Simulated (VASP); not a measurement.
# Sc (P6_3/mmc) in VASP: notebook

Sc is run at these levels: PBEsol; tasks: single point.

Program: VASP 6.6.1. These are calculated values, not measurements. Logs are shortened: lines on timing, memory, paths and dates and some standing lists are left out, and cuts for length are marked.

**1. The cell of the first run**

It takes space group P6_3/mmc (No. 194, hexagonal). The conventional cell has a = 3.195 Å, b = 3.195 Å, c = 5.082 Å, α = 90.00°, β = 90.00°, γ = 120.00°. Within 4.1 Å of Sc (site symmetry -6m2) lie 12 Sc at 3.14 to 3.20 Å.

**2. Single point, PBEsol**

INCAR

```
SYSTEM = Sc
PREC     = Accurate       ! precision mode
ENCUT    = 520            ! plane-wave cutoff, eV
EDIFF    = 1E-7           ! SCF threshold, eV
ISMEAR   = 0              ! smearing method
SIGMA    = 0.15           ! smearing width, eV
LREAL    = .FALSE.        ! projectors in reciprocal space
LASPH    = .TRUE.         ! aspherical terms in the spheres
NELM     = 80             ! most SCF steps
ALGO     = Normal         ! electronic algorithm
ISIF     = 2              ! what is computed and relaxed
LWAVE    = .FALSE.        ! write WAVECAR
LCHARG   = .FALSE.        ! write CHGCAR
GGA      = PS             ! functional
NBANDS   = 18             ! bands
```

KPOINTS

```
regular mesh
0
G
  15 15 10
  0 0 0
```

POSCAR

```
Sc
1.0
    3.1950000000      0.0000000000      0.0000000000
   -1.5975000000      2.7669511651      0.0000000000
    0.0000000000      0.0000000000      5.0823813358
Sc
2
Direct
    0.3333333333      0.6666666667      0.2500000000
    0.6666666667      0.3333333333      0.7500000000
```

Potentials or basis: VASP PAW PBE potentials, release 64 (Sc_sv).

Launch:

```sh
cat potpaw_PBE.64/Sc_sv/POTCAR > POTCAR
mpirun -np 1 vasp_std > vasp.out
```

OUTCAR:

```text
SYSTEM = Sc
   PREC = Accurate
   ENCUT = 520
   EDIFF = 1E-7
   ISMEAR = 0
   LREAL = .FALSE.
   LASPH = .TRUE.
   NELM = 80
   ISIF = 2
   GGA = PS

 ion  position               nearest neighbor table
   1  0.333  0.667  0.250-   2 3.14   2 3.14   2 3.14   2 3.14   2 3.14   2 3.14
   2  0.667  0.333  0.750-   1 3.14   1 3.14   1 3.14   1 3.14   1 3.14   1 3.14

  LATTYP: Found a hexagonal cell.
 ALAT       =     3.1950000000
 C/A-ratio  =     1.5907296826

  Lattice vectors:

 A1 = (   3.1950000000,   0.0000000000,   0.0000000000)
 A2 = (  -1.5975000000,   2.7669511651,   0.0000000000)
 A3 = (   0.0000000000,   0.0000000000,   5.0823813358)

Analysis of symmetry for initial positions (statically):
=====================================================================
 Subroutine PRICEL returns:
 Original cell was already a primitive cell.

 Routine SETGRP: Setting up the symmetry group for a
 hexagonal supercell.

 Subroutine GETGRP returns: Found 24 space group operations
 (whereof 12 operations were pure point group operations)
 out of a pool of 24 trial point group operations.

The static configuration has the point symmetry D_3d.
 The point group associated with its full space group is D_6h.

Analysis of symmetry for dynamics (positions and initial velocities):
=====================================================================
 Subroutine PRICEL returns:
 Original cell was already a primitive cell.

 Routine SETGRP: Setting up the symmetry group for a
 hexagonal supercell.

 Subroutine GETGRP returns: Found 24 space group operations
 (whereof 12 operations were pure point group operations)
 out of a pool of 24 trial point group operations.

The dynamic configuration has the point symmetry D_3d.
 The point group associated with its full space group is D_6h.

 Subroutine INISYM returns: Found 24 space group operations
 (whereof 12 operations are pure point group operations),
 and found     1 'primitive' translations

----------------------------------------------------------------------------------------

                                     Primitive cell

  volume of cell :      44.9303

  direct lattice vectors                    reciprocal lattice vectors
     3.195000000  0.000000000  0.000000000     0.312989045  0.180704310  0.000000000
    -1.597500000  2.766951165  0.000000000     0.000000000  0.361408619  0.000000000
     0.000000000  0.000000000  5.082381336     0.000000000  0.000000000  0.196758160

  length of vectors
     3.195000000  3.195000000  5.082381336     0.361408619  0.361408619  0.196758160

  position of ions in fractional coordinates (direct lattice)
     0.333333333  0.666666667  0.250000000
     0.666666667  0.333333333  0.750000000

  ion indices of the primitive-cell ions
   primitive index   ion index
                 1           1
                 2           2

----------------------------------------------------------------------------------------

 KPOINTS: regular mesh

Automatic generation of k-mesh.
 Grid dimensions read from file:
 generate k-points for:   15   15   10

 Generating k-lattice:

  Cartesian coordinates                     Fractional coordinates (reciprocal lattice)
     0.020865936  0.012046954  0.000000000     0.066666667  0.000000000  0.000000000
     0.000000000  0.024093908  0.000000000     0.000000000  0.066666667  0.000000000
     0.000000000  0.000000000  0.019675816     0.000000000  0.000000000  0.100000000

  Length of vectors
     0.024093908  0.024093908  0.019675816

  Shift w.r.t. Gamma in fractional coordinates (k-lattice)
     0.000000000  0.000000000  0.000000000

 Subroutine IBZKPT returns following result:
 ===========================================

 Found    162 irreducible k-points:

 Following reciprocal coordinates:
            Coordinates               Weight
  0.000000  0.000000  0.000000      1.000000
  0.066667  0.000000  0.000000      6.000000
  0.133333  0.000000  0.000000      6.000000
  0.200000  0.000000  0.000000      6.000000
  0.266667  0.000000  0.000000      6.000000
  0.333333  0.000000  0.000000      6.000000
[... 16 lines left out ...]
  0.333333  0.200000  0.000000     12.000000
  0.400000  0.200000  0.000000      6.000000
 [... further k-points ...]
   k-points           NKPTS =    162   k-points in BZ     NKDIM =    162   number of bands    NBANDS=     18
   number of dos      NEDOS =    301   number of ions     NIONS =      2
   total plane-waves  NPLWV =  23040
   dimension x,y,z NGX =    24 NGY =   24 NGZ =   40
   dimension x,y,z NGXF=    48 NGYF=   48 NGZF=   80
   ions per type =               2
   NGX,Y,Z   is equivalent  to a cutoff of  12.49, 12.49, 13.08 a.u.
   NGXF,Y,Z  is equivalent  to a cutoff of  24.98, 24.98, 26.17 a.u.
 SYSTEM =  Sc
   PREC   = accura    normal or accurate (medium, high low for compatibility)
   ISTART =      0    job   : 0-new  1-cont  2-samecut
   ICHARG =      2    charge: 1-file 2-atom 10-const
   ISPIN  =      1    spin polarized calculation?
   LNONCOLLINEAR =      F non collinear calculations
   LSORBIT =      F    spin-orbit coupling
   LASPH  =      T    aspherical Exc in radial PAW
   ENCUT  =  520.0 eV  38.22 Ry    6.18 a.u.   5.94  5.94  9.45*2*pi/ulx,y,z
   NELM   =     80;   NELMIN=  2; NELMDL= -5     # of ELM steps
   EDIFF  = 0.1E-06   stopping-criterion for ELM
   LREAL  =      F    real-space projection
   EDIFFG = 0.1E-05   stopping-criterion for IOM
   NSW    =      0    number of steps for IOM
   IBRION =     -1    ionic relax: 0-MD 1-quasi-New 2-CG
   NFREE  =      0    steps in history (QN), initial steepest desc. (CG)
   ISIF   =      2    stress and relaxation
   ISYM   =      2    0-nonsym 1-usesym 2-fastsym
   POTIM  = 0.5000    time-step for ionic-motion
   TEBEG  =    0.0;   TEEND  =   0.0 temperature during run
   PSTRESS=    0.0 pullay stress
   NELECT =      22.0000    total number of electrons
   NUPDOWN=      -1.0000    fix difference up-down
   EMIN   =  10.00;   EMAX   =-10.00  energy-range for DOS
   EFERMI =   0.00;   METHOD = LEGACY
   ISMEAR =     0;   SIGMA  =   0.15  broadening in eV -4-tet -1-fermi 0-gaus
   EFERMI_NEDOS =   21; number of points for ismear=-14 and -15
   IALGO  =     38    algorithm
   IMIX   =      4    mixing-type and parameters
     AMIX     =   0.40;   BMIX     =  1.00
     AMIX_MAG =   1.60;   BMIX_MAG =  1.00
  volume/ion in A,a.u.               =      22.47       151.60
  Fermi-wavevector in a.u.,A,eV,Ry     =   1.290335  2.438380 22.653221  1.664965
  Thomas-Fermi vector in A             =   2.422173
   LORBIT       =      0    0 simple, 1 ext, 2 COOP (PROOUT), +10 PAW based schemes
   GGA     = PS    functional components
   LHFCALC =     F    Hartree Fock is set to
   AEXX    =    0.0000 exact exchange contribution
   IVDW    =     0    specifies the selected vdW correction
   LEPSILON=     F    determine dielectric tensor
   LRPA    =     F    only Hartree local field effects (RPA)
 non-spin polarized calculation
 Gauss-broadening in eV      SIGMA  =   0.15
  energy-cutoff  :      520.00
  volume of cell :       44.93
 maximum number of plane-waves:      1236
 NGX is ok and might be reduce to    24
   NGX = 11   NGY = 11   NGZ = 19

 number of electron      21.9999997 magnetization

 Free energy of the ion-electron system (eV)
  ---------------------------------------------------
  ext. energy  EPLUGINS =         0.00000000
  ---------------------------------------------------
  free energy    TOTEN  =       -13.20314221 eV

  energy without entropy =      -13.15968731  energy(sigma->0) =      -13.18141476

 E-fermi :   4.1352     XC(G=0): -10.3765

 val. band max:        4.1301711852   @ k =   0.1333   0.1333   0.3000
 cond. band min:       4.1382290293   @ k =   0.2000   0.0000   0.0000
 fundamental gap:      0.0080578441
 Fermi energy:         4.1351745669

 k-point     1 :       0.0000    0.0000    0.0000
  band No.  band energies     occupation
      1     -44.8349      2.00000
      2     -44.7355      2.00000
      3     -23.8352      2.00000
      4     -23.3587      2.00000
      5     -23.3587      2.00000
      6     -23.2779      2.00000
[... 10 lines left out ...]
     17       6.7411      0.00000
     18       6.7411      0.00000

 k-point     2 :       0.0667    0.0000    0.0000
  band No.  band energies     occupation
      1     -44.8316      2.00000
      2     -44.7342      2.00000
      3     -23.8272      2.00000
      4     -23.3754      2.00000
      5     -23.3642      2.00000
      6     -23.2954      2.00000
[... 10 lines left out ...]
     17       6.6440      0.00000
     18       6.6713      0.00000

 k-point     3 :       0.1333    0.0000    0.0000
  band No.  band energies     occupation
      1     -44.8223      2.00000
      2     -44.7305      2.00000
      3     -23.8038      2.00000
      4     -23.4228      2.00000
      5     -23.3796      2.00000
      6     -23.3441      2.00000
[... 10 lines left out ...]
     17       6.4942      0.00000
     18       6.6203      0.00000

 k-point     4 :       0.2000    0.0000    0.0000
  band No.  band energies     occupation
      1     -44.8081      2.00000
      2     -44.7254      2.00000
      3     -23.7673      2.00000
      4     -23.4931      2.00000
      5     -23.4140      2.00000
      6     -23.4014      2.00000
[... 375 lines left out ...]
      4     -23.6163      2.00000
      5     -23.6091      2.00000
      6     -23.4912      2.00000
[... 10 lines left out ...]
     17       8.1821      0.00000
     18       8.3885      0.00000

 k-point    23 :       0.3333    0.2000    0.0000
  band No.  band energies     occupation
      1     -44.7427      2.00000
      2     -44.7161      2.00000
      3     -23.6977      2.00000
      4     -23.6179      2.00000
      5     -23.5657      2.00000
      6     -23.5287      2.00000
[... 10 lines left out ...]
     17       8.3483      0.00000
     18       8.3780      0.00000

 k-point    24 :       0.4000    0.2000    0.0000
  band No.  band energies     occupation
      1     -44.7375      2.00000
      2     -44.7175      2.00000
      3     -23.7100      2.00000
      4     -23.6143      2.00000
      5     -23.5464      2.00000
      6     -23.5446      2.00000
[... 10 lines left out ...]
     17       8.3178      0.00000
     18       8.3743      0.00000

 [... further k-points ...]

------------------------ aborting loop because EDIFF is reached ----------------------------------------

  FORCE on cell =-STRESS in cart. coord.  units (eV):
  Direction    XX          YY          ZZ          XY          YZ          ZX
  --------------------------------------------------------------------------------------
  -------------------------------------------------------------------------------------
  Total        1.1379018      1.1379018      0.5162421      0.0000000      0.0000000      0.0000000
  in kB       40.5766087     40.5766087     18.4087524      0.0000000      0.0000000      0.0000000
  external PRESSURE =      33.1873233 kB  Pullay stress =       0.0000000 kB

 VOLUME and BASIS-vectors are now :
 -----------------------------------------------------------------------------
  energy-cutoff  :      520.00
  volume of cell :       44.93
      direct lattice vectors                 reciprocal lattice vectors
     3.195000000  0.000000000  0.000000000     0.312989045  0.180704310  0.000000000
    -1.597500000  2.766951165  0.000000000     0.000000000  0.361408619  0.000000000
     0.000000000  0.000000000  5.082381336     0.000000000  0.000000000  0.196758160

 POSITION                                       TOTAL-FORCE (eV/Angst)
 -----------------------------------------------------------------------------------
     -0.00000      1.84463      1.27060         0.000000     -0.000000      0.000000
      1.59750      0.92232      3.81179        -0.000000      0.000000      0.000000
 -----------------------------------------------------------------------------------
    total drift:                               -0.000000      0.000000     -0.000000

  FREE ENERGIE OF THE ION-ELECTRON SYSTEM (eV)
  ---------------------------------------------------
  free  energy   TOTEN  =       -13.2031422075 eV

  energy  without entropy=      -13.1596873120  energy(sigma->0) =      -13.18141476
```

Run time: 2.5 min. Hardware: 1 thread of Intel Xeon 8259CL, shared host; peak memory 0.24 GiB.

What came out:

```
Free energy            : -13.2031 eV
Pressure               : 3.3 GPa
Band gap on the k mesh : zero (bands 11 and 12 overlap by 1.55 eV)
```

Caveat: the cell stands under pressure; the PAW data sets were made with another functional, which shifts forces and pressure a little.

(Part 1 of 2 ends here.)
